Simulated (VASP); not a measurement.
Fe:

```
CELL_PARAMETERS angstrom
2.86337 0.00000 0.00000
-1.43169 2.47975 0.00000
0.00000 0.00000 4.43009
ATOMIC_POSITIONS crystal
Fe 0.33333 0.66667 0.25000
Fe 0.66667 0.33333 0.75000
```

This isn't the form of Fe at room conditions, which is bcc.

```yaml
Program: VASP 6.6.1
Task: relaxation of cell and atoms
Functional: r2SCAN
Potentials_or_basis: VASP PAW PBE potentials, release 64 (Fe)
Cutoff: 600 eV
k_mesh: 12 × 12 × 4
Occupations: gaussian, width 0.1 eV
Spin: collinear spin, ferromagnetic start
Starting_moments: "[3.54, 3.54] μB"
```

At the start: pressure -22.7 GPa; volume 15.73 Å³/atom.

How do energy, volume and symmetry change on relaxing?

Over 8 steps the energy falls by 374.3 meV/atom and the volume is 12.13 Å³/atom (-22.9 %); space group P6_3/mmc (No. 194, to 0.1 Å) before and after; moment 5.52 μB per cell.

The path:
| step | energy change (eV) | largest force (eV/Å) | pressure (GPa) | volume (Å³) |
| --- | --- | --- | --- | --- |
| 1 | 0.0000 | 0.0000 | -22.71 | 31.46 |
| 2 | -0.6198 | 0.0000 | 17.75 | 22.33 |
| 3 | -0.6926 | 0.0000 | 0.19 | 24.18 |
| 4 | -0.6941 | 0.0000 | 1.61 | 23.98 |
| 5 | -0.7462 | 0.0000 | 2.31 | 23.96 |
| 6 | -0.7464 | 0.0000 | 2.43 | 23.96 |
| 7 | -0.7464 | 0.0000 | -2.26 | 24.58 |
| 8 | -0.7487 | 0.0000 | 0.03 | 24.26 |

Final structure:
```
Fe
1.0
     2.52862    0.00000    0.00000
    -1.26431    2.18985    0.00000
     0.00000    0.00000    4.38142
Fe
2
Direct
  0.33333 0.66667 0.25000
  0.66667 0.33333 0.75000
```

Caveat: the volume moved by over 15 % at a fixed basis, so the end points are rough; the PAW data sets were made with another functional, which shifts forces and pressure a little.
